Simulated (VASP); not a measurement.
# C (Im-3m) in VASP: a series of runs, part 2 of 2

VASP 6.6.1. Earlier steps stand in the parts before.

### 3 Single point, r2SCAN

This run uses another cell than the first one, of 12.00 Å³/atom, 1.815 times its volume.

POSCAR

```
C
1.0
   -1.4422620478      1.4422620478      1.4422620478
    1.4422620478     -1.4422620478      1.4422620478
    1.4422620478      1.4422620478     -1.4422620478
C
1
Direct
    0.0000000000      0.0000000000      0.0000000000
```

INCAR.step1

```
SYSTEM = C
  PREC = Accurate
  ENCUT = 520
  ISMEAR = 0
  SIGMA = 0.1
  LREAL = .False.
  LASPH = .True.
  NELM = 80
  NBANDS = 8
  GGA = PE
  ALGO = Normal
  EDIFF = 1E-4
  LWAVE = .True.
  LCHARG = .False.
```

INCAR.step2

```
SYSTEM = C
  PREC = Accurate
  ENCUT = 520
  EDIFF = 1E-6
  ISMEAR = 0
  SIGMA = 0.1
  LREAL = .False.
  LASPH = .True.
  NELM = 80
  ALGO = Normal
  ISIF = 2
  LWAVE = .False.
  LCHARG = .False.
  METAGGA = R2SCAN
  LMIXTAU = .True.
  NBANDS = 8
  ISTART = 1
```

KPOINTS

```
Automatic mesh
0
Gamma
  8 8 8
  0 0 0
```

Potentials or basis: VASP PAW PBE potentials, release 64 (C).

The run is started by

```bash
cat potpaw_PBE.64/C/POTCAR > POTCAR
cp INCAR.step1 INCAR
mpirun -np 1 vasp_std > vasp.out
cp INCAR.step2 INCAR
mpirun -np 1 vasp_std > vasp.out
```

OUTCAR:

```text
SYSTEM = C
   PREC = Accurate
   ENCUT = 520
   EDIFF = 1E-6
   ISMEAR = 0
   LREAL = .False.
   LASPH = .True.
   NELM = 80
   ISIF = 2
   METAGGA = R2SCAN
   ISTART = 1

 ion  position               nearest neighbor table
   1  0.000  0.000  0.000-

  LATTYP: Found a body centered cubic cell.
 ALAT       =     2.8845240956

  Lattice vectors:

 A1 = (  -1.4422620478,   1.4422620478,   1.4422620478)
 A2 = (   1.4422620478,  -1.4422620478,   1.4422620478)
 A3 = (   1.4422620478,   1.4422620478,  -1.4422620478)

Analysis of symmetry for initial positions (statically):
=====================================================================
 Subroutine PRICEL returns:
 Original cell was already a primitive cell.

 Routine SETGRP: Setting up the symmetry group for a
 body centered cubic supercell.

 Subroutine GETGRP returns: Found 48 space group operations
 (whereof 48 operations were pure point group operations)
 out of a pool of 48 trial point group operations.

The static configuration has the point symmetry O_h .

Analysis of symmetry for dynamics (positions and initial velocities):
=====================================================================
 Subroutine PRICEL returns:
 Original cell was already a primitive cell.

 Routine SETGRP: Setting up the symmetry group for a
 body centered cubic supercell.

 Subroutine GETGRP returns: Found 48 space group operations
 (whereof 48 operations were pure point group operations)
 out of a pool of 48 trial point group operations.

The dynamic configuration has the point symmetry O_h .

 Subroutine INISYM returns: Found 48 space group operations
 (whereof 48 operations are pure point group operations),
 and found     1 'primitive' translations
[... 103 lines left out ...]
   PSTRESS=    0.0 pullay stress
   NELECT =       4.0000    total number of electrons
   NUPDOWN=      -1.0000    fix difference up-down
   EMIN   =  10.00;   EMAX   =-10.00  energy-range for DOS
   EFERMI =   0.00;   METHOD = LEGACY
   ISMEAR =     0;   SIGMA  =   0.10  broadening in eV -4-tet -1-fermi 0-gaus
   EFERMI_NEDOS =   21; number of points for ismear=-14 and -15
   IALGO  =     38    algorithm
   IMIX   =      4    mixing-type and parameters
     AMIX     =   0.40;   BMIX     =  1.00
     AMIX_MAG =   1.60;   BMIX_MAG =  1.00
  volume/ion in A,a.u.               =      12.00        80.98
  Fermi-wavevector in a.u.,A,eV,Ry     =   1.135091  2.145011 17.530174  1.288431
  Thomas-Fermi vector in A             =   2.271795
   LORBIT       =      0    0 simple, 1 ext, 2 COOP (PROOUT), +10 PAW based schemes
   METAGGA = R2SCAN    functional components
   LHFCALC =     F    Hartree Fock is set to
   AEXX    =    0.0000 exact exchange contribution
   IVDW    =     0    specifies the selected vdW correction
   LEPSILON=     F    determine dielectric tensor
   LRPA    =     F    only Hartree local field effects (RPA)
 non-spin polarized calculation
 Gauss-broadening in eV      SIGMA  =   0.10
  energy-cutoff  :      520.00
  volume of cell :       12.00
 maximum number of plane-waves:       336
   NGX =  9   NGY =  9   NGZ =  9

 number of electron       4.0000000 magnetization

 Free energy of the ion-electron system (eV)
  ---------------------------------------------------
  ext. energy  EPLUGINS =         0.00000000
  ---------------------------------------------------
  free energy    TOTEN  =        -4.53431726 eV

  energy without entropy =       -4.53290140  energy(sigma->0) =       -4.53360933

 E-fermi :   1.9122     XC(G=0): -11.0321

 val. band max:        1.8938292854   @ k =   0.5000   0.5000   0.3750
 cond. band min:       2.2663661236   @ k =  -0.3750   0.3750   0.3750
 fundamental gap:      0.3725368382
 Fermi energy:         1.9121798337

 k-point     1 :       0.0000    0.0000    0.0000
  band No.  band energies     occupation
      1     -12.2087      2.00000
      2       7.3529      0.00000
      3       7.3529      0.00000
      4       7.3529      0.00000
      5      22.6638      0.00000
      6      28.5232      0.00000
      7      28.5232      0.00000
      8      28.5232      0.00000
[... 243 lines left out ...]
 k-point    24 :      -0.3750    0.3750    0.2500
  band No.  band energies     occupation
      1      -6.6041      2.00000
      2       0.9311      2.00000
      3       3.2769      0.00000
      4       4.2511      0.00000
      5      17.5772      0.00000
      6      21.4176      0.00000
      7      27.2578      0.00000
      8      28.1399      0.00000

 [... further k-points ...]
[... 5 lines left out ...]
  --------------------------------------------------------------------------------------
  -------------------------------------------------------------------------------------
  Total       -2.3315104     -2.3315104     -2.3315104      0.0000000      0.0000000     -0.0000000
  in kB     -311.2830141   -311.2830141   -311.2830141      0.0000000      0.0000000     -0.0000000
  external PRESSURE =    -311.2830141 kB  Pullay stress =       0.0000000 kB

 VOLUME and BASIS-vectors are now :
 -----------------------------------------------------------------------------
  energy-cutoff  :      520.00
  volume of cell :       12.00
      direct lattice vectors                 reciprocal lattice vectors
    -1.442262048  1.442262048  1.442262048     0.000000000  0.346677638  0.346677638
     1.442262048 -1.442262048  1.442262048     0.346677638  0.000000000  0.346677638
     1.442262048  1.442262048 -1.442262048     0.346677638  0.346677638  0.000000000

 POSITION                                       TOTAL-FORCE (eV/Angst)
 -----------------------------------------------------------------------------------
      0.00000      0.00000      0.00000         0.000000     -0.000000     -0.000000
 -----------------------------------------------------------------------------------
    total drift:                                0.000000     -0.000000      0.000000

  FREE ENERGIE OF THE ION-ELECTRON SYSTEM (eV)
  ---------------------------------------------------
  free  energy   TOTEN  =        -4.5343172578 eV

  energy  without entropy=       -4.5329014023  energy(sigma->0) =       -4.53360933
```

OSZICAR.step1:

```text
N       E                     dE             d eps       ncg     rms          rms(c)
DAV:   1    -0.146382416506E+01   -0.14638E+01   -0.19961E+03   480   0.452E+02
DAV:   2    -0.404808283536E+01   -0.25843E+01   -0.24736E+01   640   0.306E+01
DAV:   3    -0.407204508682E+01   -0.23962E-01   -0.23962E-01   544   0.326E+00
DAV:   4    -0.407205942190E+01   -0.14335E-04   -0.14335E-04   648   0.874E-02
DAV:   5    -0.407205942697E+01   -0.50705E-08   -0.49655E-08   528   0.106E-03    0.821E-01
DAV:   6    -0.405674008210E+01    0.15319E-01   -0.16093E-02   480   0.649E-01    0.400E-01
DAV:   7    -0.405232970278E+01    0.44104E-02   -0.15333E-02   464   0.656E-01    0.639E-02
DAV:   8    -0.405242678670E+01   -0.97084E-04   -0.17857E-04   512   0.107E-01
   1 F= -.40524268E+01 E0= -.40517417E+01  d E =-.137015E-02
```

Run time: 20 s. Hardware: 1 thread of AMD EPYC 7R13, shared host; peak memory 0.09 GiB.

What came out:

```
Free energy            : -4.5343 eV
Pressure               : -31.1 GPa
Band gap on the k mesh : zero (band 2 reaches 7.35 eV, above the bottom of band 3 at -0.03 eV)
```

Caveat: the k points lie up to 0.39 Å⁻¹ apart; the PAW data sets were made with another functional, which shifts forces and pressure a little.

### 4 Relaxation of cell and atoms, r2SCAN

This run uses another cell than the first one, of 12.00 Å³/atom, 1.815 times its volume.

POSCAR is that of step 3.

INCAR.step1

```
SYSTEM = C
PREC = Accurate
ENCUT = 600
ISMEAR = 0
SIGMA = 0.1
LREAL = .FALSE.
LASPH = .TRUE.
NELM = 80
GGA = PE
ALGO = Normal
EDIFF = 1E-4
LWAVE = .TRUE.
LCHARG = .FALSE.
```

INCAR.step2

```
SYSTEM = C
PREC = Accurate
ENCUT = 600
EDIFF = 1E-6
ISMEAR = 0
SIGMA = 0.1
LREAL = .FALSE.
LASPH = .TRUE.
NELM = 80
ALGO = Normal
ISIF = 3
LWAVE = .FALSE.
LCHARG = .FALSE.
METAGGA = R2SCAN
LMIXTAU = .TRUE.
IBRION = 2
NSW = 90
EDIFFG = -0.04
ISTART = 1
```

KPOINTS

```
regular mesh
0
G
  8 8 8
  0 0 0
```

The run is started by

```bash
cat potpaw_PBE.64/C/POTCAR > POTCAR
cp INCAR.step1 INCAR
mpirun -np 1 vasp_std > vasp.out
cp INCAR.step2 INCAR
mpirun -np 1 vasp_std > vasp.out
```

Run time: 57 s. Hardware: 1 thread of AMD EPYC 7R13, shared host; peak memory 0.09 GiB.

The run converged. Its results:

- Free energy: -5.3278 eV
- Relaxed volume: 6.65 Å³/atom
- Relaxed cell: a = 2.052 Å, b = 2.052 Å, c = 2.052 Å, α = 109.47°, β = 109.47°, γ = 109.47°
- Space group after relaxing (to 0.05 Å): Im-3m (No. 229)
- Energy gained by relaxing: 793.0 meV/atom
- Ionic steps: 3
- Pressure after relaxing: -0.9 GPa
- Band gap on the k mesh: zero (band 2 reaches 18.42 eV, above the bottom of band 3 at 3.62 eV)

Step by step:
| step | energy change (eV) | largest force (eV/Å) | pressure (GPa) | volume (Å³) |
| --- | --- | --- | --- | --- |
| 1 | 0.0000 | 0.0000 | -31.23 | 12.00 |
| 2 | -0.6387 | 0.0000 | -23.45 | 8.38 |
| 3 | -0.7930 | 0.0000 | -0.92 | 6.65 |

Final structure:
```
CELL_PARAMETERS angstrom
-1.18467 1.18467 1.18467
1.18467 -1.18467 1.18467
1.18467 1.18467 -1.18467
ATOMIC_POSITIONS crystal
C 0.00000 0.00000 0.00000
```

Levels at points of the mesh, in eV from the Fermi level:
```
           k point  band 1  band 2  band 3  band 4  band 5  band 6
(0.00, 0.00, 0.00)  -20.97    9.72    9.72    9.72   34.52   34.52
(0.50, 0.00, 0.00)   -9.42   -9.42    4.65    8.25   22.84   23.71
(0.50, 0.50, 0.50)   -1.79   -1.79   -1.79    0.33   12.71   12.71
```

Caveat: the k points lie up to 0.47 Å⁻¹ apart in the final cell; the volume moved by over 15 % at a fixed basis, so the end points are rough; the PAW data sets were made with another functional, which shifts forces and pressure a little.

### 5 Single point, r2SCAN

This run uses another cell than the first one, of 6.80 Å³/atom, 1.028 times its volume.

POSCAR

```
C
1.0
   -1.1932704118      1.1932704118      1.1932704118
    1.1932704118     -1.1932704118      1.1932704118
    1.1932704118      1.1932704118     -1.1932704118
C
1
Direct
    0.0000000000      0.0000000000      0.0000000000
```

INCAR.step1

```
SYSTEM = C
  PREC = Accurate
  ENCUT = 520
  ISMEAR = 0
  SIGMA = 0.1
  LREAL = .FALSE.
  LASPH = .TRUE.
  NELM = 60
  NBANDS = 8
  GGA = PE
  ALGO = Normal
  EDIFF = 1E-4
  LWAVE = .TRUE.
  LCHARG = .FALSE.
```

INCAR.step2

```
SYSTEM = C
  PREC = Accurate
  ENCUT = 520
  EDIFF = 1E-6
  ISMEAR = 0
  SIGMA = 0.1
  LREAL = .FALSE.
  LASPH = .TRUE.
  NELM = 60
  ALGO = Normal
  ISIF = 2
  LWAVE = .FALSE.
  LCHARG = .FALSE.
  METAGGA = R2SCAN
  LMIXTAU = .TRUE.
  NBANDS = 8
  ISTART = 1
```

KPOINTS

```
Automatic mesh
0
G
  32 32 32
  0 0 0
```

The run is started by

```bash
cat potpaw_PBE.64/C/POTCAR > POTCAR
cp INCAR.step1 INCAR
mpirun -np 1 vasp_std > vasp.out
cp INCAR.step2 INCAR
mpirun -np 1 vasp_std > vasp.out
```

Wall time 91 s (1 thread of AMD EPYC 9R45 (Zen 5), shared host); peak memory 0.11 GiB.

The run converged. Its results:

```yaml
Free_energy: -5.3396 eV
Pressure: 0.2 GPa
Band_gap_on_the_k_mesh: zero (band 2 reaches 17.92 eV, above the bottom of band 3 at 3.15 eV)
```

Levels at points of the mesh, in eV from the Fermi level:
```
           k point  band 1  band 2  band 3  band 4  band 5  band 6  band 7
(0.00, 0.00, 0.00)  -20.54    9.64    9.64    9.64   34.29   34.29   34.29
(0.50, 0.00, 0.00)   -9.25   -9.07    4.69    8.22   22.66   23.66   37.24
(0.50, 0.50, 0.50)   -1.60   -1.60   -1.60    0.20   12.83   12.83   45.66
```

Caveat: the PAW data sets were made with another functional, which shifts forces and pressure a little.

### 6 Overview

| task | cell | k mesh | cutoff (eV) | gap on the mesh (eV) | pressure (GPa) |
| --- | --- | --- | --- | --- | --- |
| single point | a = 2.048 Å, angles 109.5°, 1 atom | 8 × 8 × 8 | 520 | none | 0.1 |
| single point | a = 2.498 Å, angles 109.5°, 1 atom | 8 × 8 × 8 | 520 | none | -31.1 |
| relaxation of cell and atoms | relaxed from a = 2.498 Å, angles 109.5°, 1 atom | 8 × 8 × 8 | 600 | none | -0.9 |
| single point | a = 2.067 Å, angles 109.5°, 1 atom | 32 × 32 × 32 | 520 | none | 0.2 |

Alike in all rows: level r2SCAN; potentials or basis VASP PAW PBE potentials, release 64 (C); no spin polarisation; smearing gaussian 0.1 eV.

Caveats: some runs use coarse meshes; the PAW data sets were made with another functional, which shifts forces and pressure a little; the volume moved by over 15 % at a fixed basis, so the end points are rough (some runs).

Absolute energies hang on the potentials; compare differences alone.
